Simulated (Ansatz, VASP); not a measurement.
# ScHO2: VASP beside Ansatz

Contents of INCAR:

```
  ALGO = Normal
  EDIFF = 1E-6
  ENCUT = 520
  GGA = PS
  ISIF = 2
  ISMEAR = 0
  LASPH = T
  LCHARG = F
  LREAL = F
  LWAVE = F
  NBANDS = 20
  NELM = 80
  PREC = Accurate
  SIGMA = 0.05
```

File KPOINTS:

```
k-points
0
Gamma
  9 9 9
```

POSCAR

```
ScHO2
1.0
    1.7414177574      1.0054080110      3.9046320711
   -1.7414177574      1.0054080110      3.9046320711
    0.0000000000     -2.0108160221      3.9046320711
Sc H O
1 1 2
Direct
    0.0000000000      0.0000000000      0.0000000000
    0.5000000000      0.5000000000      0.5000000000
    0.5897010000      0.5897010000      0.5897010000
    0.4102990000      0.4102990000      0.4102990000
```

Input for Ansatz:

```yaml
crystal:
  lattice:
    - [1.7414177574, 1.005408011, 3.9046320711]
    - [-1.7414177574, 1.005408011, 3.9046320711]
    - [0.0, -2.0108160221, 3.9046320711]
  atoms:
    - { symbol: Sc, position: [0.0, 0.0, 0.0] }
    - { symbol: H, position: [0.5, 0.5, 0.5] }
    - { symbol: O, position: [0.589701, 0.589701, 0.589701] }
    - { symbol: O, position: [0.410299, 0.410299, 0.410299] }
basis:
  ecutwfc: 420
kpoints:
  mp_grid: { grid: [9, 9, 9] }
hamiltonian:
  xc: pbesol
scf:
  occupations: { method: gaussian, width: 0.05 }
output:
  forces: true
  stress: true
  eigenvalues: true
```

Alike in both runs: task single point; functional PBEsol; k mesh 9 × 9 × 9; occupations gaussian, width 0.05 eV; no spin polarisation.

```csv
,VASP,Ansatz
version,VASP 6.6.1,Ansatz 0.2.0
potentials or method,"VASP PAW PBE potentials, release 64 (Sc_sv, H, O), cutoff 520 eV","scalar-relativistic, plane waves, PAW"
valence electrons in the cell,24,24
```

VASP gave:

| Item | Value |
| --- | --- |
| gap on the k mesh at the Fermi level (eV) | 2.31 |
| least direct gap on the mesh (eV) | 2.34 |
| pressure (GPa) | 5.3 |
| traceless stress, the component that is largest in VASP (GPa) | 54.09 |
| rms of the force components (eV/Å) | 2.444 |

Q: Which values does Ansatz return?

A: gap on the k mesh at the Fermi level (eV): 2.33; least direct gap on the mesh (eV): 2.36; pressure (GPa): 4.9; traceless stress, the component that is largest in VASP (GPa): 54.14; rms of the force components (eV/Å): 2.451.

VASP's potentials were made for PBE, not for PBEsol. Atom by atom the forces differ by 0.007 eV/Å (rms over components). The functional is the same, so the differences come from potentials, cutoffs and numerics.
